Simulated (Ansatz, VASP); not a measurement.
**HfB4: VASP beside Ansatz**

INCAR

```
SYSTEM = HfB4
ALGO = Normal
EDIFF = 1E-6
ENCUT = 520
GGA = PE
ISIF = 2
ISMEAR = 0
IVDW = 12
LASPH = .True.
LCHARG = .False.
LREAL = .False.
LWAVE = .False.
NBANDS = 33
NELM = 80
PREC = Accurate
SIGMA = 0.1
```

KPOINTS

```
k-points
0
Gamma
  6 6 2
  0 0 0
```

The input POSCAR:

```
HfB4
1.0
    3.1381147500      0.0000000000      0.0000000000
   -1.5690573800      2.7176871000      0.0000000000
    0.0000000000      0.0000000000     12.5986885200
Hf B
2 8
Direct
    0.3333333300      0.6666666700      0.7500000000
    0.6666666700      0.3333333300      0.2500000000
    0.6666666700      0.3333333300      0.6214412100
    0.0000000000      0.0000000000      0.6214412100
    0.6666666700      0.3333333300      0.8785587900
    0.0000000000      0.0000000000      0.8785587900
    0.3333333300      0.6666666700      0.1214412100
    0.0000000000      0.0000000000      0.1214412100
    0.3333333300      0.6666666700      0.3785587900
    0.0000000000      0.0000000000      0.3785587900
```

Input for Ansatz:

```yaml
crystal:
  lattice:
    - [3.13811475, 0.0, 0.0]
    - [-1.56905738, 2.7176871, 0.0]
    - [0.0, 0.0, 12.59868852]
  atoms:
    - { symbol: Hf, position: [0.33333333, 0.66666667, 0.75] }
    - { symbol: Hf, position: [0.66666667, 0.33333333, 0.25] }
    - { symbol: B, position: [0.66666667, 0.33333333, 0.62144121] }
    - { symbol: B, position: [0.0, 0.0, 0.62144121] }
    - { symbol: B, position: [0.66666667, 0.33333333, 0.87855879] }
    - { symbol: B, position: [0.0, 0.0, 0.87855879] }
    - { symbol: B, position: [0.33333333, 0.66666667, 0.12144121] }
    - { symbol: B, position: [0.0, 0.0, 0.12144121] }
    - { symbol: B, position: [0.33333333, 0.66666667, 0.37855879] }
    - { symbol: B, position: [0.0, 0.0, 0.37855879] }
basis:
  ecutwfc: 420
kpoints:
  mp_grid: { grid: [6, 6, 2] }
hamiltonian:
  xc: pbe
  dispersion: d3bj
scf:
  occupations: { method: gaussian, width: 0.1 }
  lower_state_search: "off"
output:
  forces: true
  stress: true
  eigenvalues: true
```

Alike in both runs: task single point; functional PBE; dispersion D3(BJ); k mesh 6 × 6 × 2; occupations gaussian, width 0.1 eV; no spin polarisation.

```csv
,VASP,Ansatz
version,VASP 6.6.1,Ansatz 0.2.0
potentials or method,"VASP PAW PBE potentials, release 64 (Hf_pv, B), cutoff 520 eV","scalar-relativistic, plane waves, PAW"
valence electrons in the cell,44,76
```

VASP gave:

```
gap on the k mesh at the Fermi level (eV)                     : none
pressure (GPa)                                                : -4.3
traceless stress, the component that is largest in VASP (GPa) : 0.34
rms of the force components (eV/Å)                            : 0.370
```

Question: What did Ansatz give for the same quantities?

Answer: gap on the k mesh at the Fermi level (eV): none; pressure (GPa): -4.2; traceless stress, the component that is largest in VASP (GPa): 0.11; rms of the force components (eV/Å): 0.370.

Atom by atom the forces differ by 0.002 eV/Å (rms over components). A gap of «none» marks a metal or a gap that the smearing closes. VASP's potentials hold 44 valence electrons a cell and Ansatz's 76, so a difference there can come from the potentials and not from the codes.

The k mesh is coarse, so the values compare programs but aren't converged. Neither program's run includes spin-orbit coupling.
